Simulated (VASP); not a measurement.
# BAs in VASP: a series of runs, part 2 of 2

VASP 6.6.1.

## (4) Single point, PBE (equal xx and yy strain of -3 %)

Contents of INCAR:

```
PREC = Accurate
ENCUT = 520
EDIFF = 1E-6
ISMEAR = -1
SIGMA = 0.03
LREAL = False
LASPH = True
NELM = 80
ALGO = Normal
ISIF = 2
LWAVE = False
LCHARG = False
GGA = PE
NBANDS = 11
```

Contents of KPOINTS:

```
regular mesh
0
Gamma
  15 15 15
```

Contents of POSCAR:

```
BAs
1.0
    0.0000000000      2.3168450000      2.3885000000
    2.3168450000      0.0000000000      2.3885000000
    2.3168450000      2.3168450000      0.0000000000
B As
1 1
Direct
    0.0000000000      0.0000000000      0.0000000000
    0.7500000000      0.7500000000      0.7500000000
```

Potentials or basis: VASP PAW PBE potentials, release 64 (B, As).

Run with:

```
cat potpaw_PBE.64/B/POTCAR potpaw_PBE.64/As/POTCAR > POTCAR
mpirun -np 1 vasp_std > vasp.out
```

OUTCAR:

```text
PREC = Accurate
   ENCUT = 520
   EDIFF = 1E-6
   ISMEAR = -1
   LREAL = False
   LASPH = True
   NELM = 80
   ISIF = 2
   GGA = PE

 ion  position               nearest neighbor table
   1  0.000  0.000  0.000-   2 2.03   2 2.03   2 2.03   2 2.03
   2  0.750  0.750  0.750-   1 2.03   1 2.03   1 2.03   1 2.03

  LATTYP: Found a body centered tetragonal cell.
 ALAT       =     3.2765136209
 C/A-ratio  =     1.4579521262

  Lattice vectors:

 A1 = (  -2.3168450000,   0.0000000000,   2.3885000000)
 A2 = (   2.3168450000,   0.0000000000,   2.3885000000)
 A3 = (   0.0000000000,   2.3168450000,  -2.3885000000)

Analysis of symmetry for initial positions (statically):
=====================================================================
 Subroutine PRICEL returns:
 Original cell was already a primitive cell.

 Routine SETGRP: Setting up the symmetry group for a
 body centered tetragonal supercell.

 Subroutine GETGRP returns: Found  8 space group operations
 (whereof  8 operations were pure point group operations)
 out of a pool of 16 trial point group operations.

The static configuration has the point symmetry D_2d.

Analysis of symmetry for dynamics (positions and initial velocities):
=====================================================================
 Subroutine PRICEL returns:
 Original cell was already a primitive cell.

 Routine SETGRP: Setting up the symmetry group for a
 body centered tetragonal supercell.

 Subroutine GETGRP returns: Found  8 space group operations
 (whereof  8 operations were pure point group operations)
 out of a pool of 16 trial point group operations.

The dynamic configuration has the point symmetry D_2d.

 Subroutine INISYM returns: Found  8 space group operations
 (whereof  8 operations are pure point group operations),
 and found     1 'primitive' translations

----------------------------------------------------------------------------------------

                                     Primitive cell

  volume of cell :      25.6418

  direct lattice vectors                    reciprocal lattice vectors
     0.000000000  2.316845000  2.388500000    -0.215810725  0.215810725  0.209336404
     2.316845000  0.000000000  2.388500000     0.215810725 -0.215810725  0.209336404
     2.316845000  2.316845000  0.000000000     0.215810725  0.215810725 -0.209336404

  length of vectors
     3.327567130  3.327567130  3.276513621     0.370094945  0.370094945  0.370094945

  position of ions in fractional coordinates (direct lattice)
     0.000000000  0.000000000  0.000000000
     0.750000000  0.750000000  0.750000000

  ion indices of the primitive-cell ions
   primitive index   ion index
                 1           1
                 2           2

----------------------------------------------------------------------------------------

 KPOINTS: regular mesh

Automatic generation of k-mesh.
 Grid dimensions read from file:
 generate k-points for:   15   15   15

 Generating k-lattice:

  Cartesian coordinates                     Fractional coordinates (reciprocal lattice)
    -0.014387382  0.014387382  0.013955760     0.066666667  0.000000000  0.000000000
     0.014387382 -0.014387382  0.013955760     0.000000000  0.066666667  0.000000000
     0.014387382  0.014387382 -0.013955760     0.000000000  0.000000000  0.066666667

  Length of vectors
     0.024672996  0.024672996  0.024672996

  Shift w.r.t. Gamma in fractional coordinates (k-lattice)
     0.000000000  0.000000000  0.000000000

 Subroutine IBZKPT returns following result:
 ===========================================

 Found    288 irreducible k-points:

 Following reciprocal coordinates:
            Coordinates               Weight
  0.000000  0.000000  0.000000      1.000000
  0.066667  0.000000  0.000000      8.000000
  0.133333 -0.000000  0.000000      8.000000
  0.200000  0.000000  0.000000      8.000000
  0.266667 -0.000000  0.000000      8.000000
  0.333333  0.000000  0.000000      8.000000
[... 16 lines left out ...]
  0.133333  0.133333  0.000000      2.000000
  0.200000  0.133333  0.000000      8.000000
 [... further k-points ...]
   k-points           NKPTS =    288   k-points in BZ     NKDIM =    288   number of bands    NBANDS=     11
   number of dos      NEDOS =    301   number of ions     NIONS =      2
   total plane-waves  NPLWV =  18816
   dimension x,y,z NGX =    28 NGY =   28 NGZ =   24
   dimension x,y,z NGXF=    56 NGYF=   56 NGZF=   48
   ions per type =               1   1
   NGX,Y,Z   is equivalent  to a cutoff of  13.99, 13.99, 12.18 a.u.
   NGXF,Y,Z  is equivalent  to a cutoff of  27.98, 27.98, 24.35 a.u.
 SYSTEM =  unknown system
   PREC   = accura    normal or accurate (medium, high low for compatibility)
   ISTART =      0    job   : 0-new  1-cont  2-samecut
   ICHARG =      2    charge: 1-file 2-atom 10-const
   ISPIN  =      1    spin polarized calculation?
   LNONCOLLINEAR =      F non collinear calculations
   LSORBIT =      F    spin-orbit coupling
   LASPH  =      T    aspherical Exc in radial PAW
   ENCUT  =  520.0 eV  38.22 Ry    6.18 a.u.   6.19  6.19  6.09*2*pi/ulx,y,z
   NELM   =     80;   NELMIN=  2; NELMDL= -5     # of ELM steps
   EDIFF  = 0.1E-05   stopping-criterion for ELM
   LREAL  =      F    real-space projection
   EDIFFG = 0.1E-04   stopping-criterion for IOM
   NSW    =      0    number of steps for IOM
   IBRION =     -1    ionic relax: 0-MD 1-quasi-New 2-CG
   NFREE  =      0    steps in history (QN), initial steepest desc. (CG)
   ISIF   =      2    stress and relaxation
   ISYM   =      2    0-nonsym 1-usesym 2-fastsym
   POTIM  = 0.5000    time-step for ionic-motion
   TEBEG  =    0.0;   TEEND  =   0.0 temperature during run
   PSTRESS=    0.0 pullay stress
   NELECT =       8.0000    total number of electrons
   NUPDOWN=      -1.0000    fix difference up-down
   EMIN   =  10.00;   EMAX   =-10.00  energy-range for DOS
   EFERMI =   0.00;   METHOD = LEGACY
   ISMEAR =    -1;   SIGMA  =   0.03  broadening in eV -4-tet -1-fermi 0-gaus
   EFERMI_NEDOS =   21; number of points for ismear=-14 and -15
   IALGO  =     38    algorithm
   IMIX   =      4    mixing-type and parameters
     AMIX     =   0.40;   BMIX     =  1.00
     AMIX_MAG =   1.60;   BMIX_MAG =  1.00
  volume/ion in A,a.u.               =      12.82        86.52
  Fermi-wavevector in a.u.,A,eV,Ry     =   1.110338  2.098234 16.773941  1.232850
  Thomas-Fermi vector in A             =   2.246888
   LORBIT       =      0    0 simple, 1 ext, 2 COOP (PROOUT), +10 PAW based schemes
   GGA     = PE    functional components
   LHFCALC =     F    Hartree Fock is set to
   AEXX    =    0.0000 exact exchange contribution
   IVDW    =     0    specifies the selected vdW correction
   LEPSILON=     F    determine dielectric tensor
   LRPA    =     F    only Hartree local field effects (RPA)
 non-spin polarized calculation
  energy-cutoff  :      520.00
  volume of cell :       25.64
 maximum number of plane-waves:       702
 NGX is ok and might be reduce to    28
   NGX = 13   NGY = 13   NGZ = 13

 number of electron       8.0000000 magnetization

 Free energy of the ion-electron system (eV)
  ---------------------------------------------------
  ext. energy  EPLUGINS =         0.00000000
  ---------------------------------------------------
  free energy    TOTEN  =       -11.31286587 eV

  energy without entropy =      -11.31286587  energy(sigma->0) =      -11.31286587

 E-fermi :   7.3479     XC(G=0): -10.8514

 val. band max:        6.9225002302   @ k =   0.0000   0.0000   0.0000
 cond. band min:       7.7934883660   @ k =   0.4000   0.0000   0.4000
 fundamental gap:      0.8709881358
 Fermi energy:         7.3478880355

 k-point     1 :       0.0000    0.0000    0.0000
  band No.  band energies     occupation
      1      -9.1555      2.00000
      2       6.6052      2.00000
      3       6.9225      2.00000
      4       6.9225      2.00000
      5      10.1136      0.00000
      6      10.1136      0.00000
      7      10.3098      0.00000
      8      12.2795      0.00000
      9      16.7126      0.00000
     10      19.5358      0.00000
     11      20.4606      0.00000
[... 309 lines left out ...]
 k-point    24 :       0.2000    0.1333    0.0000
  band No.  band energies     occupation
      1      -8.4889      2.00000
      2       3.8794      2.00000
      3       5.1368      2.00000
      4       5.2404      2.00000
      5       9.5658      0.00000
      6      12.2210      0.00000
      7      12.6032      0.00000
      8      13.2092      0.00000
      9      16.5508      0.00000
     10      19.0651      0.00000
     11      20.5772      0.00000

 [... further k-points ...]
[... 5 lines left out ...]
  --------------------------------------------------------------------------------------
  -------------------------------------------------------------------------------------
  Total        2.5228254      2.5228254      1.4154217      0.0000000      0.0000000      0.0000000
  in kB      157.6335201    157.6335201     88.4396944      0.0000000      0.0000000      0.0000000
  external PRESSURE =     134.5689115 kB  Pullay stress =       0.0000000 kB

 VOLUME and BASIS-vectors are now :
 -----------------------------------------------------------------------------
  energy-cutoff  :      520.00
  volume of cell :       25.64
      direct lattice vectors                 reciprocal lattice vectors
     0.000000000  2.316845000  2.388500000    -0.215810725  0.215810725  0.209336404
     2.316845000  0.000000000  2.388500000     0.215810725 -0.215810725  0.209336404
     2.316845000  2.316845000  0.000000000     0.215810725  0.215810725 -0.209336404

 POSITION                                       TOTAL-FORCE (eV/Angst)
 -----------------------------------------------------------------------------------
      0.00000      0.00000      0.00000        -0.000000      0.000000     -0.000000
      3.47527      3.47527      3.58275         0.000000      0.000000      0.000000
 -----------------------------------------------------------------------------------
    total drift:                               -0.000000     -0.000000      0.000000

  FREE ENERGIE OF THE ION-ELECTRON SYSTEM (eV)
  ---------------------------------------------------
  free  energy   TOTEN  =       -11.3128658743 eV

  energy  without entropy=      -11.3128658735  energy(sigma->0) =      -11.31286587
```

stdout:

```text
POSCAR found type information on POSCAR B As
 POSCAR found :  2 types and       2 ions
 scaLAPACK will be used
 LDA part: xc-table for (Slater+PW92), standard interpolation
 POSCAR, INCAR and KPOINTS ok, starting setup
 FFT: planning ... GRIDC
 FFT: planning ... GRID_SOFT
 FFT: planning ... GRID
 WAVECAR not read
 entering main loop
```

Wall time 56 s (1 thread of Intel Xeon 6975P-C (Granite Rapids), shared host); peak memory 0.21 GiB.

Results:

| Item | Value |
| --- | --- |
| Free energy | -11.3129 eV |
| Pressure | 13.5 GPa |
| Band gap on the k mesh | 0.87 eV, indirect (least direct gap 3.19 eV) |

Levels at points of the mesh, in eV from the valence-band top:
| k point | band 1 | band 2 | band 3 | band 4 | band 5 | band 6 | band 7 | band 8 | band 9 |
| --- | --- | --- | --- | --- | --- | --- | --- | --- | --- |
| (0.00, 0.00, 0.00) | -16.08 | -0.32 | 0.00 | 0.00 | 3.19 | 3.19 | 3.39 | 5.36 | 9.79 |

Caveat: the cell differs from its parent crystal (equal xx and yy strain of -3 %).

## (5) Single point, PBE (zz strain of -3 %)

Contents of INCAR:

```
SYSTEM = BAs
PREC = Accurate ; ENCUT = 520
EDIFF = 1E-6 ; ISMEAR = -1
SIGMA = 0.03 ; LREAL = .FALSE.
LASPH = .TRUE. ; NELM = 80
ALGO = Normal ; ISIF = 2
LWAVE = .FALSE. ; LCHARG = .FALSE.
GGA = PE ; NBANDS = 11
```

Contents of KPOINTS:

```
regular mesh
0
G
  15 15 15
  0 0 0
```

Contents of POSCAR:

```
BAs
1.0
    0.0000000000      2.3885000000      2.3168450000
    2.3885000000      0.0000000000      2.3168450000
    2.3885000000      2.3885000000      0.0000000000
B As
1 1
Direct
    0.0000000000      0.0000000000      0.0000000000
    0.7500000000      0.7500000000      0.7500000000
```

Run with:

```
cat potpaw_PBE.64/B/POTCAR potpaw_PBE.64/As/POTCAR > POTCAR
mpirun -np 1 vasp_std > vasp.out
```

Wall time 72 s (1 thread of Intel Xeon 6975P-C (Granite Rapids), shared host); peak memory 0.22 GiB.

The run converged. Its results:

* Free energy: -11.3669 eV
* Pressure: 8.1 GPa
* Band gap on the k mesh: 0.68 eV, indirect (least direct gap 3.00 eV)

Stress tensor (GPa, compression positive):
```
 6.09  0.00  0.00
 0.00  6.09  0.00
 0.00  0.00 12.23
```

Levels at points of the mesh, in eV from the valence-band top:
| k point | band 1 | band 2 | band 3 | band 4 | band 5 | band 6 | band 7 | band 8 | band 9 |
| --- | --- | --- | --- | --- | --- | --- | --- | --- | --- |
| (0.00, 0.00, 0.00) | -15.88 | -0.29 | -0.29 | 0.00 | 3.00 | 3.19 | 3.19 | 4.87 | 9.54 |

Caveat: the cell differs from its parent crystal (zz strain of -3 %).

## (6) Overview

| level | cell | cutoff (eV) | gap on the mesh (eV) | pressure (GPa) |
| --- | --- | --- | --- | --- |
| PBEsol | a = 3.332 Å, angles 60.0°, 2 atoms | 500 | 1.03 | 6.3 |
| r2SCAN | a = 3.378 Å, angles 60.0°, 2 atoms | 550 | 1.37 | 0.9 |
| PBE | a = 3.328, b = 3.328, c = 3.277 Å, angles 60.5, 60.5, 59.0°, 2 atoms | 520 | 0.87 | 13.5 |
| PBE | a = 3.328, b = 3.328, c = 3.378 Å, angles 59.5, 59.5, 61.0°, 2 atoms | 520 | 0.68 | 8.1 |

Alike in all rows: task single point; potentials or basis VASP PAW PBE potentials, release 64 (B, As); no spin polarisation; k mesh 15 × 15 × 15; smearing fermi-dirac 0.03 eV.

Caveats: the PAW data sets were made with another functional, which shifts forces and pressure a little (some runs).

Absolute energies hang on the potentials; compare differences alone.
